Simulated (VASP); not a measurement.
# BN (lda): single point with LDA

Crystal: BN (lda).

```
B N
1.0
    -0.00716    1.75590    1.75590
     1.75590   -0.00716    1.75590
     1.75590    1.75590   -0.00716
B N
1 1
Cartesian
  -0.0004 -0.0004 -0.0004
  0.8765 0.8765 0.8765
```

This cell differs from its parent crystal: strained cell.

* Program: VASP 6.6.1
* Task: single point
* Functional: LDA
* Potentials or basis: VASP PAW LDA potentials, release 64 (B, N)
* Cutoff: 600 eV
* k mesh: 9 × 9 × 9
* Occupations: gaussian, width 0.02 eV
* Spin: no spin polarisation
* Dipole correction: no
* Further INCAR settings: ALGO = Normal; EDIFF = 1e-06; NBANDS = 11

| Item | Value |
| --- | --- |
| Pressure | 24.0 GPa |
| Band gap on the k mesh | 4.57 eV, indirect (least direct gap 8.98 eV) |

Forces in eV/Å, atoms in the order of the input:
```
B   -0.001 -0.001 -0.001
N    0.001  0.001  0.001
```

Stress tensor (GPa, compression positive):
```
23.99  2.18  2.18
 2.18 23.99  2.18
 2.18  2.18 23.99
```

Levels at points of the mesh, in eV from the valence-band top:
| k point | band 1 | band 2 | band 3 | band 4 | band 5 | band 6 | band 7 | band 8 |
| --- | --- | --- | --- | --- | --- | --- | --- | --- |
| (0.00, 0.00, 0.00) | -21.05 | -0.05 | -0.05 | 0.00 | 8.98 | 8.98 | 9.13 | 11.76 |

Wall time 10 s on 1 thread of Intel Xeon 8259CL (shared host), peak memory 0.12 GiB.

Caveat: the cell differs from its parent crystal (strained cell). A k mesh can miss the band edges.
